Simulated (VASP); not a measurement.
A run of VASP 6.6.1 is set up as follows.

Contents of INCAR:

```
SYSTEM = Y2TlRe
PREC = Accurate ; ENCUT = 520
EDIFF = 1E-6 ; ISMEAR = 0
SIGMA = 0.1 ; LREAL = .FALSE.
LASPH = .TRUE. ; NELM = 60
ALGO = Fast ; ISIF = 2
LWAVE = .FALSE. ; LCHARG = .TRUE.
GGA = PE ; LELF = .TRUE.
LVHAR = .TRUE. ; NBANDS = 29
```

Contents of KPOINTS:

```
regular mesh
0
G
  6 6 6
  0 0 0
```

The input POSCAR:

```
Y2TlRe
1.0
    1.7496529003      1.0101625729      9.4772116091
   -1.7496529003      1.0101625729      9.4772116091
    0.0000000000     -2.0203251459      9.4772116091
Y Tl Re
2 1 1
Direct
    0.2387673601      0.2387673601      0.2387673601
    0.7612326399      0.7612326399      0.7612326399
    0.0000000000      0.0000000000      0.0000000000
    0.5000000000      0.5000000000      0.5000000000
```

Potentials or basis: VASP PAW PBE potentials, release 64 (Y_sv, Tl_d, Re).

Launch:

```sh
$ cat potpaw_PBE.64/Y_sv/POTCAR potpaw_PBE.64/Tl_d/POTCAR potpaw_PBE.64/Re/POTCAR > POTCAR
$ mpirun -np 1 vasp_std > vasp.out
```

**Question.** Predict the band gap on the k mesh.

**Answer.** Zero (bands 21 and 22 overlap by 0.90 eV).

**Question.** What does it give for the pressure?

**Answer.** -0.1 GPa.

Forces in eV/Å, atoms in the order of the input:
```
Y    0.000  0.000  0.003
Y    0.000  0.000 -0.003
Tl   0.000  0.000  0.000
Re   0.000  0.000  0.000
```

Caveat: spin-orbit coupling is left out, which moves the levels of the heavy elements.
